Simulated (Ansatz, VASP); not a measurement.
# SiGe: VASP beside Ansatz

POSCAR

```
SiGe
1.0
    3.9043776430      0.0000000000      0.0000000000
   -1.9521888215      3.3812902248      0.0000000000
    0.0000000000      0.0000000000      6.4536796672
Si Ge
2 2
Direct
    0.6666666667      0.3333333333      0.8744661518
    0.3333333333      0.6666666667      0.3744661518
    0.6666666667      0.3333333333      0.4889115711
    0.3333333333      0.6666666667     -0.0110884289
```

Contents of INCAR.step1:

```
ALGO = Normal ; EDIFF = 1E-4
ENCUT = 520 ; GGA = PE
ISMEAR = 0 ; LASPH = T
LCHARG = F ; LREAL = F
LWAVE = T ; NBANDS = 26
NELM = 80 ; PREC = Accurate
SIGMA = 0.05
```

File INCAR.step2:

```
ALGO = Normal ; EDIFF = 1E-7
ENCUT = 520 ; ISIF = 2
ISMEAR = 0 ; ISTART = 1
LASPH = T ; LCHARG = T
LELF = T ; LMIXTAU = T
LREAL = F ; LVHAR = T
LWAVE = F ; METAGGA = R2SCAN
NBANDS = 26 ; NELM = 80
PREC = Accurate ; SIGMA = 0.05
```

KPOINTS

```
k-points
0
Gamma
  12 12 4
```

Input for Ansatz:

```yaml
crystal:
  lattice:
    - [3.904377643, 0.0, 0.0]
    - [-1.9521888215, 3.3812902248, 0.0]
    - [0.0, 0.0, 6.4536796672]
  atoms:
    - { symbol: Si, position: [0.6666666667, 0.3333333333, 0.8744661518] }
    - { symbol: Si, position: [0.3333333333, 0.6666666667, 0.3744661518] }
    - { symbol: Ge, position: [0.6666666667, 0.3333333333, 0.4889115711] }
    - { symbol: Ge, position: [0.3333333333, 0.6666666667, -0.0110884289] }
basis:
  ecutwfc: 500
kpoints:
  mp_grid: { grid: [12, 12, 4] }
hamiltonian:
  xc: r2scan
scf:
  occupations: { method: gaussian, width: 0.05 }
output:
  forces: true
  stress: true
  eigenvalues: true
```

Change from the starting cell: all Ge atoms moved -0.075 Å, as atom 3 along Cartesian [0 0 1].

Alike in both runs: task single point; functional r2SCAN; k mesh 12 × 12 × 4; occupations gaussian, width 0.05 eV; no spin polarisation.

|  | VASP | Ansatz |
| --- | --- | --- |
| version | VASP 6.6.1 | Ansatz 0.2.0 |
| potentials or method | VASP PAW PBE potentials, release 64 (Si, Ge_d), cutoff 520 eV | scalar-relativistic, plane waves, PAW |
| valence electrons in the cell | 36 | 36 |

|  | VASP | Ansatz | Ansatz less VASP |
| --- | --- | --- | --- |
| gap on the k mesh at the Fermi level (eV) | 0.46 | 0.46 | -0.001 |
| least direct gap on the mesh (eV) | 0.51 | 0.51 | +0.007 |
| pressure (GPa) | 0.2 | 0.3 | +0.05 |
| traceless stress, the component that is largest in VASP (GPa) | -2.45 | -2.45 | -0.001 |
| rms of the force components (eV/Å) | 0.496 | 0.493 | -0.0032 |

VASP's potentials were made for PBE, not for r2SCAN. Atom by atom the forces differ by 0.003 eV/Å (rms over components).
